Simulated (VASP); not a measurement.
# V (Im-3m) in VASP: a series of runs, part 3 of 3

VASP 6.6.1. Earlier steps stand in the parts before.

## 4. Single point, BLYP (volume scaled by 0.88)

INCAR reads:

```
PREC     = Accurate       # precision mode
ENCUT    = 520            # plane-wave cutoff, eV
EDIFF    = 1E-6           # SCF threshold, eV
ISMEAR   = -1             # smearing method
SIGMA    = 0.1            # smearing width, eV
LREAL    = False          # projectors in reciprocal space
LASPH    = True           # aspherical terms in the spheres
NELM     = 100            # most SCF steps
ALGO     = Normal         # electronic algorithm
ISIF     = 2              # what is computed and relaxed
LWAVE    = False          # write WAVECAR
LCHARG   = False          # write CHGCAR
GGA      = B5             # functional
ALDAX    = 1.0          
AGGAX    = 1.0          
AGGAC    = 1.0          
ALDAC    = 0.0          
NBANDS   = 12             # bands
```

KPOINTS reads:

```
regular mesh
0
Gamma
  24 24 24
```

POSCAR reads:

```
V
1.0
   -1.4502422022      1.4502422022      1.4502422022
    1.4502422022     -1.4502422022      1.4502422022
    1.4502422022      1.4502422022     -1.4502422022
V
1
Direct
    0.0000000000      0.0000000000      0.0000000000
```

Command:

```
> cat potpaw_PBE.64/V_sv/POTCAR > POTCAR
> mpirun -np 1 vasp_std > vasp.out
```

It took 26 s on 1 thread of Intel Xeon 6975P-C (Granite Rapids), shared host; peak memory 0.17 GiB.

It converged, with:

| Property | Result |
| --- | --- |
| Free energy | -7.7382 eV |
| Pressure | 28.0 GPa |

Levels at points of the mesh, in eV from the Fermi level:
```csv
k point,band 4,band 5,band 6,band 7,band 8,band 9,band 10,band 11
"(0.00, 0.00, 0.00)",-36.67,-6.59,0.33,0.33,0.33,2.63,2.63,21.44
"(0.50, 0.00, 0.00)",-36.69,-3.50,-1.40,2.26,2.64,3.05,4.57,11.49
"(0.50, 0.50, 0.50)",-37.50,-3.47,-3.47,4.11,4.11,4.11,11.33,11.33
```

Caveat: the PAW data sets were made with another functional, which shifts forces and pressure a little.

## 5. Single point, BLYP (volume scaled by 0.92)

INCAR reads:

```
SYSTEM = V
  PREC = Accurate
  ENCUT = 520
  EDIFF = 1E-6
  ISMEAR = -1
  SIGMA = 0.1
  LREAL = .FALSE.
  LASPH = .TRUE.
  NELM = 80
  ALGO = Normal
  ISIF = 2
  LWAVE = .FALSE.
  LCHARG = .FALSE.
  GGA = B5
  ALDAX = 1.0
  AGGAX = 1.0
  AGGAC = 1.0
  ALDAC = 0.0
  NBANDS = 12
```

KPOINTS reads:

```
Automatic mesh
0
G
  24 24 24
  0 0 0
```

POSCAR reads:

```
V
1.0
   -1.4718907998      1.4718907998      1.4718907998
    1.4718907998     -1.4718907998      1.4718907998
    1.4718907998      1.4718907998     -1.4718907998
V
1
Direct
    0.0000000000      0.0000000000      0.0000000000
```

Potentials or basis: VASP PAW PBE potentials, release 64 (V_sv).

Command:

```
> cat potpaw_PBE.64/V_sv/POTCAR > POTCAR
> mpirun -np 1 vasp_std > vasp.out
```

OUTCAR:

```text
SYSTEM = V
   PREC = Accurate
   ENCUT = 520
   EDIFF = 1E-6
   ISMEAR = -1
   LREAL = .FALSE.
   LASPH = .TRUE.
   NELM = 80
   ISIF = 2
   GGA = B5

 ion  position               nearest neighbor table
   1  0.000  0.000  0.000-

  LATTYP: Found a body centered cubic cell.
 ALAT       =     2.9437815996

  Lattice vectors:

 A1 = (  -1.4718907998,   1.4718907998,   1.4718907998)
 A2 = (   1.4718907998,  -1.4718907998,   1.4718907998)
 A3 = (   1.4718907998,   1.4718907998,  -1.4718907998)

Analysis of symmetry for initial positions (statically):
=====================================================================
 Subroutine PRICEL returns:
 Original cell was already a primitive cell.

 Routine SETGRP: Setting up the symmetry group for a
 body centered cubic supercell.

 Subroutine GETGRP returns: Found 48 space group operations
 (whereof 48 operations were pure point group operations)
 out of a pool of 48 trial point group operations.

The static configuration has the point symmetry O_h .

Analysis of symmetry for dynamics (positions and initial velocities):
[... 156 lines left out ...]
 E-fermi :  10.9128     XC(G=0): -12.6402

 val. band max:       10.9121298012   @ k =   0.1250   0.0833   0.0000
 cond. band min:      10.9134824801   @ k =  -0.2500   0.2917   0.1250
 fundamental gap:      0.0013526789
 Fermi energy:        10.9127660008

 k-point     1 :       0.0000    0.0000    0.0000
  band No.  band energies     occupation
      1     -52.5058      2.00000
      2     -25.8848      2.00000
      3     -25.8848      2.00000
      4     -25.8848      2.00000
      5       4.3896      2.00000
      6      11.2453      0.06946
      7      11.2453      0.06946
      8      11.2453      0.06946
      9      13.4190      0.00000
     10      13.4190      0.00000
     11      31.9999      0.00000
     12      31.9999      0.00000
[... 331 lines left out ...]
 k-point    24 :       0.4583    0.0417    0.0000
  band No.  band energies     occupation
      1     -52.2554      2.00000
      2     -26.9501      2.00000
      3     -26.2217      2.00000
      4     -25.9017      2.00000
      5       7.6245      2.00000
      6       9.6272      1.99999
      7      12.6714      0.00000
      8      13.4111      0.00000
      9      13.9384      0.00000
     10      15.3452      0.00000
     11      21.8649      0.00000
     12      27.3820      0.00000

 [... further k-points ...]
[... 5 lines left out ...]
  --------------------------------------------------------------------------------------
  -------------------------------------------------------------------------------------
  Total        1.3480436      1.3480436      1.3480436      0.0000000     -0.0000000      0.0000000
  in kB      169.3276036    169.3276036    169.3276036      0.0000000     -0.0000000      0.0000000
  external PRESSURE =     169.3276036 kB  Pullay stress =       0.0000000 kB

 VOLUME and BASIS-vectors are now :
 -----------------------------------------------------------------------------
  energy-cutoff  :      520.00
  volume of cell :       12.76
      direct lattice vectors                 reciprocal lattice vectors
    -1.471890800  1.471890800  1.471890800     0.000000000  0.339699114  0.339699114
     1.471890800 -1.471890800  1.471890800     0.339699114  0.000000000  0.339699114
     1.471890800  1.471890800 -1.471890800     0.339699114  0.339699114  0.000000000

 POSITION                                       TOTAL-FORCE (eV/Angst)
 -----------------------------------------------------------------------------------
      0.00000      0.00000      0.00000         0.000000     -0.000000      0.000000
 -----------------------------------------------------------------------------------
    total drift:                                0.000000     -0.000000      0.000000

  FREE ENERGIE OF THE ION-ELECTRON SYSTEM (eV)
  ---------------------------------------------------
  free  energy   TOTEN  =        -7.8155798937 eV

  energy  without entropy=       -7.7608106598  energy(sigma->0) =       -7.78819528
```

stdout:

```text
POSCAR found type information on POSCAR V
 POSCAR found :  1 types and       1 ions
 scaLAPACK will be used
 -----------------------------------------------------------------------------
|                                                                             |
|                                                                             |
|     You enforced a specific xc type in the INCAR file but a different       |
|     I HOPE YOU KNOW WHAT YOU ARE DOING!                                     |
|                                                                             |
 -----------------------------------------------------------------------------

 LDA part: xc-table for (Slater(with rela. corr.)+VWN5), standard interpolation
 POSCAR, INCAR and KPOINTS ok, starting setup
 FFT: planning ... GRIDC
 FFT: planning ... GRID_SOFT
 FFT: planning ... GRID
 WAVECAR not read
 entering main loop
```

It took 28 s on 1 thread of Intel Xeon 6975P-C (Granite Rapids), shared host; peak memory 0.17 GiB.

What came out:

- Free energy: -7.8156 eV
- Pressure: 16.9 GPa

Caveat: the PAW data sets were made with another functional, which shifts forces and pressure a little.

## 6. Single point, BLYP (volume scaled by 0.96)

INCAR reads:

```
SYSTEM = V
  AGGAC = 1.0
  AGGAX = 1.0
  ALDAC = 0.0
  ALDAX = 1.0
  ALGO = Normal
  EDIFF = 1E-6
  ENCUT = 520
  GGA = B5
  ISIF = 2
  ISMEAR = -1
  LASPH = .True.
  LCHARG = .False.
  LREAL = .False.
  LWAVE = .False.
  NBANDS = 12
  NELM = 80
  PREC = Accurate
  SIGMA = 0.1
```

KPOINTS reads:

```
k-points
0
Gamma
  24 24 24
  0 0 0
```

POSCAR reads:

```
V
1.0
   -1.4929206525      1.4929206525      1.4929206525
    1.4929206525     -1.4929206525      1.4929206525
    1.4929206525      1.4929206525     -1.4929206525
V
1
Direct
    0.0000000000      0.0000000000      0.0000000000
```

Potentials or basis: VASP PAW PBE potentials, release 64 (V_sv).

Command:

```
> cat potpaw_PBE.64/V_sv/POTCAR > POTCAR
> mpirun -np 1 vasp_std > vasp.out
```

Wall time 29 s (1 thread of Intel Xeon 6975P-C (Granite Rapids), shared host); peak memory 0.17 GiB.

Results (log left out):

| Property | Result |
| --- | --- |
| Free energy | -7.8581 eV |
| Pressure | 7.8 GPa |

Levels at points of the mesh, in eV from the Fermi level:
```tsv
k point	band 5	band 6	band 7	band 8	band 9	band 10
(0.00, 0.00, 0.00)	-6.44	0.33	0.33	0.33	2.39	2.39
(0.50, 0.00, 0.00)	-3.19	-1.21	1.89	2.38	2.75	4.08
(0.50, 0.50, 0.50)	-3.03	-3.03	3.68	3.68	3.68	10.45
```

Caveat: the PAW data sets were made with another functional, which shifts forces and pressure a little.

## 7. Summary

```tsv
task	cell	k mesh	cutoff (eV)	gap on the mesh (eV)	pressure (GPa)
single point	a = 2.621 Å, angles 109.5°, 1 atom	15 × 15 × 15	520	none	0.3
relaxation of cell and atoms	relaxed from a = 2.619 Å, angles 109.5°, 1 atom	15 × 15 × 15	600	none	0.0
single point	a = 2.512 Å, angles 109.5°, 1 atom	24 × 24 × 24	520	none	28.0
single point	a = 2.549 Å, angles 109.5°, 1 atom	24 × 24 × 24	520	none	16.9
single point	a = 2.586 Å, angles 109.5°, 1 atom	24 × 24 × 24	520	none	7.8
```

Alike in all rows: level BLYP; potentials or basis VASP PAW PBE potentials, release 64 (V_sv); no spin polarisation; smearing fermi-dirac 0.1 eV.

Caveats: the PAW data sets were made with another functional, which shifts forces and pressure a little.

Total energies depend on the potentials used, so only differences within one code and one set of settings carry meaning.
